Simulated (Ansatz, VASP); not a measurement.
KI in VASP and in Ansatz

File INCAR:

```
SYSTEM = KI
PREC = Accurate
ENCUT = 520
EDIFF = 1E-6
ISMEAR = 0
SIGMA = 0.05
LREAL = .False.
LASPH = .True.
NELM = 60
ALGO = Normal
ISIF = 2
LWAVE = .False.
LCHARG = .False.
GGA = PE
NBANDS = 15
```

The input KPOINTS:

```
regular mesh
0
Gamma
  6 6 6
  0 0 0
```

File POSCAR:

```
KI
1.0
    0.0000000000      3.5396144312      3.5873258652
    3.5396144312      0.0000000000      3.5873258652
    3.5396144312      3.5396144312      0.0000000000
K I
1 1
Direct
    0.0000000000      0.0000000000      0.0000000000
    0.5000000000      0.5000000000      0.5000000000
```

Input for Ansatz:

```yaml
crystal:
  lattice:
    - [0.0, 3.5396144312, 3.5873258652]
    - [3.5396144312, 0.0, 3.5873258652]
    - [3.5396144312, 3.5396144312, 0.0]
  atoms:
    - { symbol: K, position: [0.0, 0.0, 0.0] }
    - { symbol: I, position: [0.5, 0.5, 0.5] }
basis:
  ecutwfc: 420
kpoints:
  mp_grid: { grid: [6, 6, 6] }
hamiltonian:
  xc: pbe
scf:
  occupations: { method: gaussian, width: 0.05 }
output:
  forces: true
  stress: true
  eigenvalues: true
```

Change from the starting cell: mode 6 frozen in at -0.000 Å, equal normal strain along x and y -0.0133.

Alike in both runs: task single point; functional PBE; k mesh 6 × 6 × 6; occupations gaussian, width 0.05 eV; no spin polarisation.

```csv
,VASP,Ansatz
version,VASP 6.6.1,Ansatz 0.2.0
potentials or method,"VASP PAW PBE potentials, release 64 (K_sv, I), cutoff 520 eV","scalar-relativistic, plane waves, PAW"
valence electrons in the cell,16,26
```

VASP gave:

| Item | Value |
| --- | --- |
| gap on the k mesh at the Fermi level (eV) | 3.92 |
| least direct gap on the mesh (eV) | 3.92 |
| pressure (GPa) | 0.4 |
| traceless stress, the component that is largest in VASP (GPa) | -0.21 |

Problem. What did Ansatz give for the same quantities?

Solution. gap on the k mesh at the Fermi level (eV): 3.92; least direct gap on the mesh (eV): 3.92; pressure (GPa): 0.3; traceless stress, the component that is largest in VASP (GPa): -0.21.

With one functional, cell and mesh, what is left measures potentials, basis and numerics. VASP's potentials hold 16 valence electrons a cell and Ansatz's 26, so a difference there can come from the potentials and not from the codes.

Spin-orbit coupling is off throughout.
